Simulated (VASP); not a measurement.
# CdHg3S4 (I-42m) in VASP: notebook

CdHg3S4 is run at these levels: PBE; tasks: single point, relaxation of cell and atoms.

Everything below comes from runs of VASP 6.6.1. Logs are shortened: lines on timing, memory, paths and dates and some standing lists are left out, and cuts for length are marked.

## 1. The cell of the first run

The structure is tetragonal, space group I-42m (No. 121). Conventional cell: a = 5.844 Å, b = 5.844 Å, c = 11.687 Å, α = 90.00°, β = 90.00°, γ = 90.00°. Cd (site symmetry -42m) has 4 S at 2.53 Å within 3.3 Å. Within 3.3 Å of Hg (site symmetry -42m) lie 4 S at 2.53 Å. Within 3.3 Å of Hg (site symmetry -4) lie 4 S at 2.53 Å. Within 3.3 Å of S (site symmetry m) lie 1 Cd at 2.53 Å and 3 Hg at 2.53 Å.

## 2. Single point, PBE

Input file INCAR:

```
ALGO     = Normal         # electronic algorithm
EDIFF    = 1E-6           # SCF threshold, eV
ENCUT    = 520            # plane-wave cutoff, eV
GGA      = PE             # functional
ISIF     = 2              # what is computed and relaxed
ISMEAR   = 0              # smearing method
LASPH    = T              # aspherical terms in the spheres
LCHARG   = T              # write CHGCAR
LELF     = T              # ELF
LREAL    = F              # projectors in reciprocal space
LVHAR    = T            
LWAVE    = F              # write WAVECAR
NBANDS   = 46             # bands
NELM     = 80             # most SCF steps
PREC     = Accurate       # precision mode
SIGMA    = 0.1            # smearing width, eV
```

Input file KPOINTS:

```
k-points
0
Gamma
  4 4 4
```

Input file POSCAR:

```
CdHg3S4
1.0
   -2.9217758800      2.9217758800      5.8435517500
    2.9217758800     -2.9217758800      5.8435517500
    2.9217758800      2.9217758800     -5.8435517500
Cd Hg S
1 3 4
Direct
    0.0000000000      0.0000000000      0.0000000000
    0.5000000000      0.5000000000      0.0000000000
    0.2500000000      0.7500000000      0.5000000000
    0.7500000000      0.2500000000      0.5000000000
    0.6250000000      0.6250000000      0.5000000000
    0.1250000000      0.1250000000      0.5000000000
    0.8750000000      0.3750000000      0.0000000000
    0.3750000000      0.8750000000      0.0000000000
```

Potentials or basis: VASP PAW PBE potentials, release 64 (Cd, Hg, S).

Command:

```bash
cat potpaw_PBE.64/Cd/POTCAR potpaw_PBE.64/Hg/POTCAR potpaw_PBE.64/S/POTCAR > POTCAR
mpirun -np 1 vasp_std > vasp.out
```

OUTCAR:

```text
EDIFF = 1E-6
   ENCUT = 520
   GGA = PE
   ISIF = 2
   ISMEAR = 0
   LASPH = T
   LREAL = F
   NELM = 80
   PREC = Accurate

 ion  position               nearest neighbor table
   1  0.000  0.000  0.000-   6 2.53   7 2.53   8 2.53   5 2.53
   2  0.500  0.500  0.000-   5 2.53   7 2.53   8 2.53   6 2.53
   3  0.250  0.750  0.500-   5 2.53   6 2.53   8 2.53   7 2.53
   4  0.750  0.250  0.500-   5 2.53   6 2.53   7 2.53   8 2.53
   5  0.625  0.625  0.500-   1 2.53   3 2.53   4 2.53   2 2.53
   6  0.125  0.125  0.500-   2 2.53   3 2.53   4 2.53   1 2.53
   7  0.875  0.375  0.000-   1 2.53   2 2.53   3 2.53   4 2.53
   8  0.375  0.875  0.000-   1 2.53   2 2.53   4 2.53   3 2.53

  LATTYP: Found a body centered tetragonal cell.
 ALAT       =     5.8435517600
 C/A-ratio  =     1.9999999966

  Lattice vectors:

 A1 = (  -2.9217758800,   2.9217758800,   5.8435517500)
 A2 = (   2.9217758800,  -2.9217758800,   5.8435517500)
 A3 = (   2.9217758800,   2.9217758800,  -5.8435517500)

Analysis of symmetry for initial positions (statically):
=====================================================================
 Subroutine PRICEL returns:
 Original cell was already a primitive cell.

 Routine SETGRP: Setting up the symmetry group for a
 body centered tetragonal supercell.

 Subroutine GETGRP returns: Found  8 space group operations
 (whereof  8 operations were pure point group operations)
 out of a pool of 16 trial point group operations.

The static configuration has the point symmetry D_2d.

Analysis of symmetry for dynamics (positions and initial velocities):
=====================================================================
 Subroutine PRICEL returns:
 Original cell was already a primitive cell.

 Routine SETGRP: Setting up the symmetry group for a
 body centered tetragonal supercell.

 Subroutine GETGRP returns: Found  8 space group operations
 (whereof  8 operations were pure point group operations)
 out of a pool of 16 trial point group operations.

The dynamic configuration has the point symmetry D_2d.

 Subroutine INISYM returns: Found  8 space group operations
 (whereof  8 operations are pure point group operations),
 and found     1 'primitive' translations

----------------------------------------------------------------------------------------

                                     Primitive cell

  volume of cell :     199.5403

  direct lattice vectors                    reciprocal lattice vectors
    -2.921775880  2.921775880  5.843551750     0.000000000  0.171128800  0.085564400
     2.921775880 -2.921775880  5.843551750     0.171128800  0.000000000  0.085564400
     2.921775880  2.921775880 -5.843551750     0.171128800  0.171128800  0.000000000

  length of vectors
     7.156860041  7.156860041  7.156860041     0.191327815  0.191327815  0.242012670

  position of ions in fractional coordinates (direct lattice)
     0.000000000  0.000000000  0.000000000
     0.500000000  0.500000000  0.000000000
     0.250000000  0.750000000  0.500000000
     0.750000000  0.250000000  0.500000000
     0.625000000  0.625000000  0.500000000
     0.125000000  0.125000000  0.500000000
     0.875000000  0.375000000  0.000000000
     0.375000000  0.875000000  0.000000000

  ion indices of the primitive-cell ions
   primitive index   ion index
                 1           1
                 2           2
                 3           3
                 4           4
                 5           5
                 6           6
                 7           7
                 8           8

----------------------------------------------------------------------------------------

 KPOINTS: k-points

Automatic generation of k-mesh.
 Grid dimensions read from file:
 generate k-points for:    4    4    4

 Generating k-lattice:

  Cartesian coordinates                     Fractional coordinates (reciprocal lattice)
     0.000000000  0.042782200  0.021391100     0.250000000  0.000000000  0.000000000
     0.042782200  0.000000000  0.021391100     0.000000000  0.250000000  0.000000000
     0.042782200  0.042782200  0.000000000     0.000000000  0.000000000  0.250000000

  Length of vectors
     0.047831954  0.047831954  0.060503167

  Shift w.r.t. Gamma in fractional coordinates (k-lattice)
     0.000000000  0.000000000  0.000000000

 Subroutine IBZKPT returns following result:
 ===========================================

 Found     13 irreducible k-points:

 Following reciprocal coordinates:
            Coordinates               Weight
  0.000000  0.000000  0.000000      1.000000
  0.250000  0.000000  0.000000      8.000000
  0.500000  0.000000  0.000000      4.000000
  0.250000  0.250000  0.000000      8.000000
  0.500000  0.250000  0.000000     16.000000
 -0.250000  0.250000  0.000000      4.000000
  0.500000  0.500000  0.000000      2.000000
  0.250000  0.250000  0.250000      2.000000
 -0.250000  0.250000  0.250000      4.000000
  0.500000  0.500000  0.250000      4.000000
[... 46 lines left out ...]
   GGA     = PE    functional components
   LHFCALC =     F    Hartree Fock is set to
   AEXX    =    0.0000 exact exchange contribution
   IVDW    =     0    specifies the selected vdW correction
   LEPSILON=     F    determine dielectric tensor
   LRPA    =     F    only Hartree local field effects (RPA)
 non-spin polarized calculation
 Gauss-broadening in eV      SIGMA  =   0.10
  energy-cutoff  :      520.00
  volume of cell :      199.54
 maximum number of plane-waves:      5421
 NGX is ok and might be reduce to    54
   NGX = 27   NGY = 27   NGZ = 27

 number of electron      72.0000006 magnetization

 Free energy of the ion-electron system (eV)
  ---------------------------------------------------
  ext. energy  EPLUGINS =         0.00000000
  ---------------------------------------------------
  free energy    TOTEN  =       -19.58950800 eV

  energy without entropy =      -19.58679959  energy(sigma->0) =      -19.58815380

 E-fermi :   1.9991     XC(G=0):  -9.2697

 val. band max:        1.9618034298   @ k =   0.0000   0.0000   0.0000
 cond. band min:       3.3617004885   @ k =  -0.2500  -0.2500   0.2500
 fundamental gap:      1.3998970587
 Fermi energy:         1.9990995984

 k-point     1 :       0.0000    0.0000    0.0000
  band No.  band energies     occupation
      1     -11.1258      2.00000
      2     -10.4379      2.00000
      3     -10.4379      2.00000
      4     -10.4362      2.00000
      5      -5.8941      2.00000
      6      -5.8941      2.00000
[... 38 lines left out ...]
     45       8.1038      0.00000
     46       8.1038      0.00000

 k-point     2 :       0.2500    0.0000    0.0000
  band No.  band energies     occupation
      1     -11.0068      2.00000
      2     -10.5080      2.00000
      3     -10.4689      2.00000
      4     -10.4584      2.00000
      5      -5.9115      2.00000
      6      -5.8912      2.00000
[... 38 lines left out ...]
     45       8.4972      0.00000
     46       8.5083      0.00000

 k-point     3 :       0.5000    0.0000    0.0000
  band No.  band energies     occupation
      1     -10.7587      2.00000
      2     -10.7127      2.00000
      3     -10.4927      2.00000
      4     -10.4819      2.00000
      5      -5.9260      2.00000
      6      -5.8866      2.00000
[... 38 lines left out ...]
     45       8.4738      0.00000
     46       8.5247      0.00000

 k-point     4 :       0.2500    0.2500    0.0000
  band No.  band energies     occupation
      1     -10.8732      2.00000
      2     -10.5311      2.00000
      3     -10.5310      2.00000
      4     -10.5068      2.00000
      5      -5.9040      2.00000
      6      -5.8913      2.00000
[... 381 lines left out ...]
     45       8.6529      0.00000
     46       8.8423      0.00000

 k-point    12 :      -0.2500   -0.2500    0.2500
  band No.  band energies     occupation
      1     -11.0287      2.00000
      2     -10.5386      2.00000
      3     -10.4371      2.00000
      4     -10.4371      2.00000
      5      -5.9203      2.00000
      6      -5.8803      2.00000
[... 38 lines left out ...]
     45       8.5655      0.00000
     46       8.5655      0.00000

 k-point    13 :       0.5000    0.5000    0.5000
  band No.  band energies     occupation
      1     -10.8137      2.00000
      2     -10.7593      2.00000
      3     -10.4362      2.00000
      4     -10.4362      2.00000
      5      -5.9434      2.00000
      6      -5.8658      2.00000
[... 38 lines left out ...]
     45       9.7150      0.00000
     46       9.7218      0.00000

------------------------ aborting loop because EDIFF is reached ----------------------------------------

  FORCE on cell =-STRESS in cart. coord.  units (eV):
  Direction    XX          YY          ZZ          XY          YZ          ZX
  --------------------------------------------------------------------------------------
  -------------------------------------------------------------------------------------
  Total        5.4305623      5.4305623      5.4397200      0.0000000      0.0000000      0.0000000
  in kB       43.6038360     43.6038360     43.6773661      0.0000000      0.0000000      0.0000000
  external PRESSURE =      43.6283460 kB  Pullay stress =       0.0000000 kB

 VOLUME and BASIS-vectors are now :
 -----------------------------------------------------------------------------
  energy-cutoff  :      520.00
  volume of cell :      199.54
      direct lattice vectors                 reciprocal lattice vectors
    -2.921775880  2.921775880  5.843551750     0.000000000  0.171128800  0.085564400
     2.921775880 -2.921775880  5.843551750     0.171128800  0.000000000  0.085564400
     2.921775880  2.921775880 -5.843551750     0.171128800  0.171128800  0.000000000

 POSITION                                       TOTAL-FORCE (eV/Angst)
 -----------------------------------------------------------------------------------
      0.00000      0.00000      0.00000        -0.000000     -0.000000      0.000000
      0.00000      0.00000      5.84355        -0.000000     -0.000000      0.000000
      2.92178      0.00000      2.92178        -0.000000      0.000000      0.000000
      0.00000      2.92178      2.92178        -0.000000     -0.000000      0.000000
      1.46089      1.46089      4.38266         0.094291      0.094291      0.095903
      1.46089      1.46089     -1.46089        -0.094291     -0.094291      0.095903
     -1.46089      1.46089      7.30444        -0.094291      0.094291     -0.095903
      1.46089     -1.46089      7.30444         0.094291     -0.094291     -0.095903
 -----------------------------------------------------------------------------------
    total drift:                                0.000001      0.000001      0.000001

  FREE ENERGIE OF THE ION-ELECTRON SYSTEM (eV)
  ---------------------------------------------------
  free  energy   TOTEN  =       -19.5895080026 eV

  energy  without entropy=      -19.5867995900  energy(sigma->0) =      -19.58815380
```

Run time: 4.6 min. Hardware: 1 thread of Intel Xeon Platinum 8259CL at 2.50GHz (Skylake/Cascade Lake), shared host; peak memory 0.44 GiB.

Results:

| Property | Result |
| --- | --- |
| Free energy | -19.5895 eV |
| Pressure | 4.4 GPa |
| Largest force | 0.164 eV/Å |
| Band gap on the k mesh | zero (filled and empty bands touch) |

Forces on the atoms (eV/Å):
```
Cd   0.000  0.000  0.000
Hg   0.000  0.000  0.000
Hg   0.000  0.000  0.000
Hg   0.000  0.000  0.000
S    0.094  0.094  0.096
S   -0.094 -0.094  0.096
S   -0.094  0.094 -0.096
S    0.094 -0.094 -0.096
```

Caveat: the k points lie up to 0.38 Å⁻¹ apart; spin-orbit coupling is left out, which moves the levels of the heavy elements.

## 3. Single point, PBE

This run uses another cell than the first one, of 26.78 Å³/atom, 1.074 times its volume.

Input file INCAR:

```
SYSTEM = CdHg3S4
ALGO     = Normal         ! electronic algorithm
EDIFF    = 1E-6           ! SCF threshold, eV
ENCUT    = 520            ! plane-wave cutoff, eV
GGA      = PE             ! functional
ISIF     = 2              ! what is computed and relaxed
ISMEAR   = 0              ! smearing method
LASPH    = .True.         ! aspherical terms in the spheres
LCHARG   = .True.         ! write CHGCAR
LELF     = .True.         ! ELF
LREAL    = .False.        ! projectors in reciprocal space
LVHAR    = .True.       
LWAVE    = .False.        ! write WAVECAR
NBANDS   = 46             ! bands
NELM     = 100            ! most SCF steps
PREC     = Accurate       ! precision mode
SIGMA    = 0.1            ! smearing width, eV
```

Input file KPOINTS:

```
k-points
0
Gamma
  4 4 4
  0 0 0
```

Input file POSCAR:

```
CdHg3S4
1.0
   -2.9918542149      2.9918542149      5.9846328068
    2.9918542149     -2.9918542149      5.9846328068
    2.9918542149      2.9918542149     -5.9846328068
Cd Hg S
1 3 4
Direct
    0.0000000000      0.0000000000      0.0000000000
    0.5000000000      0.5000000000      0.0000000000
    0.2500000000      0.7500000000      0.5000000000
    0.7500000000      0.2500000000      0.5000000000
    0.6279304696      0.6279304696      0.5038866709
    0.1240437988      0.1240437988      0.4961133291
    0.8759562012      0.3720695304      0.0000000000
    0.3720695304      0.8759562012      0.0000000000
```

Potentials or basis: VASP PAW PBE potentials, release 64 (Cd, Hg, S).

Command:

```bash
cat potpaw_PBE.64/Cd/POTCAR potpaw_PBE.64/Hg/POTCAR potpaw_PBE.64/S/POTCAR > POTCAR
mpirun -np 1 vasp_std > vasp.out
```

Run time: 4.3 min. Hardware: 1 thread of Intel Xeon Platinum 8259CL at 2.50GHz (Skylake/Cascade Lake), shared host; peak memory 0.45 GiB.

It converged, with:

```yaml
Free_energy: -19.7888 eV
Pressure: 0.0 GPa
Largest_force: 0.020 eV/Å
Band_gap_on_the_k_mesh: zero (filled and empty bands touch)
```

Forces on the atoms (eV/Å):
```
Cd   0.000  0.000  0.000
Hg   0.000  0.000  0.000
Hg   0.000  0.000  0.000
Hg   0.000  0.000  0.000
S   -0.009 -0.009 -0.015
S    0.009  0.009 -0.015
S    0.009 -0.009  0.015
S   -0.009  0.009  0.015
```

Levels at points of the mesh, in eV from the Fermi level:
```tsv
k point	band 32	band 33	band 34	band 35	band 36	band 37	band 38	band 39	band 40	band 41
(0.00, 0.00, 0.00)	-1.98	-1.98	-0.18	-0.03	-0.03	-0.03	3.19	3.57	3.69	4.45
(0.50, 0.00, 0.00)	-1.49	-1.45	-1.36	-0.89	-0.73	2.46	2.64	3.36	4.01	4.97
(0.50, 0.50, 0.00)	-0.90	-0.86	-0.81	-0.75	-0.73	1.63	1.94	2.77	3.40	5.92
(0.50, 0.50, 0.50)	-1.94	-1.15	-1.15	-0.98	-0.98	2.41	2.52	3.06	3.57	3.57
```

Caveat: the k points lie up to 0.37 Å⁻¹ apart; spin-orbit coupling is left out, which moves the levels of the heavy elements.

## 4. Relaxation of cell and atoms, PBE

Input file INCAR:

```
PREC = Accurate
ENCUT = 600
EDIFF = 1E-6
ISMEAR = 0
SIGMA = 0.1
LREAL = False
LASPH = True
NELM = 80
ALGO = Normal
ISIF = 3
LWAVE = False
LCHARG = False
GGA = PE
IBRION = 2
NSW = 90
EDIFFG = -0.04
```

Input file KPOINTS:

```
regular mesh
0
Gamma
  4 4 4
```

Input file POSCAR:

```
CdHg3S4
1.0
   -2.9217758800      2.9217758800      5.8435517500
    2.9217758800     -2.9217758800      5.8435517500
    2.9217758800      2.9217758800     -5.8435517500
Cd Hg S
1 3 4
Direct
    0.0000000000      0.0000000000      0.0000000000
    0.5000000000      0.5000000000      0.0000000000
    0.2500000000      0.7500000000      0.5000000000
    0.7500000000      0.2500000000      0.5000000000
    0.6250000000      0.6250000000      0.5000000000
    0.1250000000      0.1250000000      0.5000000000
    0.8750000000      0.3750000000      0.0000000000
    0.3750000000      0.8750000000      0.0000000000
```

Command:

```bash
cat potpaw_PBE.64/Cd/POTCAR potpaw_PBE.64/Hg/POTCAR potpaw_PBE.64/S/POTCAR > POTCAR
mpirun -np 1 vasp_std > vasp.out
```

It took 17 min on 1 thread of Intel Xeon Platinum 8259CL at 2.50GHz (Skylake/Cascade Lake), shared host; peak memory 0.61 GiB.

Results (log left out):

```
Free energy                            : -19.7863 eV
Relaxed volume                         : 26.84 Å³/atom
Relaxed cell                           : a = 7.334 Å, b = 7.334 Å, c = 7.334 Å, α = 131.82°, β = 131.82°, γ = 70.52°
Space group after relaxing (to 0.05 Å) : I-42m (No. 121)
Energy gained by relaxing              : 24.5 meV/atom
Ionic steps                            : 6
Pressure after relaxing                : -0.1 GPa
Largest force after relaxing           : 0.007 eV/Å
Band gap on the k mesh                 : zero (filled and empty bands touch)
```

Forces on the atoms (eV/Å):
```
Cd   0.000  0.000  0.000
Hg   0.000  0.000  0.000
Hg   0.000  0.000  0.000
Hg   0.000  0.000  0.000
S    0.005  0.005  0.001
S   -0.005 -0.005  0.001
S   -0.005  0.005 -0.001
S    0.005 -0.005 -0.001
```

The path:
```tsv
step	energy change (eV)	largest force (eV/Å)	pressure (GPa)	volume (Å³)
1	0.0000	0.1640	4.39	199.54
2	-0.1733	0.0694	-1.21	219.94
3	-0.1939	0.0885	-0.01	214.52
4	-0.1939	0.0874	-0.09	214.82
5	-0.1951	0.0560	-0.08	214.78
6	-0.1960	0.0071	-0.06	214.71
```

Final structure:
```xyz
8
Lattice="-2.9939 2.9939 5.9886 2.9939 -2.9939 5.9886 2.9939 2.9939 -5.9886" Properties=species:S:1:pos:R:3 pbc="T T T"
Cd    0.0000    0.0000    0.0000
Hg    2.9939    2.9939    0.0000
Hg    2.9939    0.0000    2.9943
Hg    0.0000    2.9939    2.9943
S     1.5067    1.5067    4.5013
S     1.4872    1.4872   -1.4873
S    -1.5067    1.5067    7.4759
S     4.5006    1.4872    1.4873
```

Levels at points of the mesh, in eV from the Fermi level:
| k point | band 32 | band 33 | band 34 | band 35 | band 36 | band 37 | band 38 | band 39 | band 40 | band 41 |
| --- | --- | --- | --- | --- | --- | --- | --- | --- | --- | --- |
| (0.00, 0.00, 0.00) | -1.97 | -1.97 | -0.19 | -0.03 | -0.03 | -0.03 | 3.20 | 3.57 | 3.70 | 4.42 |
| (0.50, 0.00, 0.00) | -1.49 | -1.45 | -1.35 | -0.89 | -0.73 | 2.46 | 2.65 | 3.36 | 3.99 | 4.96 |
| (0.50, 0.50, 0.00) | -0.90 | -0.86 | -0.81 | -0.75 | -0.73 | 1.63 | 1.94 | 2.76 | 3.38 | 5.92 |
| (0.50, 0.50, 0.50) | -1.94 | -1.15 | -1.15 | -0.98 | -0.98 | 2.41 | 2.52 | 3.07 | 3.57 | 3.57 |

Caveat: the k points lie up to 0.37 Å⁻¹ apart in the final cell; spin-orbit coupling is left out, which moves the levels of the heavy elements.

## 5. The runs side by side

| task | cell | cutoff (eV) | gap on the mesh (eV) | pressure (GPa) | largest force (eV/Å) |
| --- | --- | --- | --- | --- | --- |
| single point | a = 7.157 Å, angles 131.8, 131.8, 70.5°, 8 atoms | 520 | none | 4.4 | 0.16 |
| single point | a = 7.329 Å, angles 131.8, 131.8, 70.5°, 8 atoms | 520 | none | 0.0 | 0.02 |
| relaxation of cell and atoms | relaxed from a = 7.157 Å, angles 131.8, 131.8, 70.5°, 8 atoms | 600 | none | -0.1 | 0.01 |

Alike in all rows: level PBE; potentials or basis VASP PAW PBE potentials, release 64 (Cd, Hg, S); no spin polarisation; k mesh 4 × 4 × 4; smearing gaussian 0.1 eV.

Caveats: all runs use coarse meshes; spin-orbit coupling is left out, which moves the levels of the heavy elements.

Total energies depend on the potentials used, so only differences within one code and one set of settings carry meaning.
